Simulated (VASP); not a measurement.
## Ta: single point with PBEsol+D3(BJ)

Ta:

```xyz
1
Lattice="-1.6189 1.6189 1.6189 1.6189 -1.6189 1.6189 1.6189 1.6189 -1.6189" Properties=species:S:1:pos:R:3 pbc="T T T"
Ta    0.0000    0.0000    0.0000
```

| Quantity | Value |
| --- | --- |
| Program | VASP 6.6.1 |
| Task | single point |
| Functional | PBEsol |
| Dispersion | D3(BJ) |
| Potentials or basis | VASP PAW PBE potentials, release 64 (Ta_pv) |
| Cutoff | 500 eV |
| k mesh | 8 × 8 × 8 |
| Occupations | gaussian, width 0.1 eV |
| Spin | no spin polarisation |
| Dipole correction | no |
| Further INCAR settings | ALGO = Normal; EDIFF = 1e-06; NBANDS = 12 |

The pressure is 0.4 GPa and the dispersion energy per atom is -0.773 eV.

Levels at points of the mesh, in eV from the Fermi level:
```csv
k point,band 1,band 2,band 3,band 4,band 5,band 6,band 7,band 8,band 9,band 10
"(0.00, 0.00, 0.00)",-32.72,-32.72,-32.72,-8.10,0.77,0.77,0.77,4.26,4.26,15.37
"(0.50, 0.00, 0.00)",-34.16,-33.18,-32.74,-4.61,-1.68,1.96,4.18,5.28,8.47,12.29
"(0.50, 0.50, 0.50)",-33.71,-33.71,-33.71,-4.13,-4.13,7.40,7.40,7.40,9.28,9.28
```

Run time: 7.2 s on 1 thread of AMD EPYC 7R13 (shared host), peak memory 0.1 GiB.

Caveat: the PAW data sets were made with another functional, which shifts forces and pressure a little; spin-orbit coupling is left out, which moves the levels of the heavy elements; pairwise dispersion overbinds metals, which lowers pressure and volume.
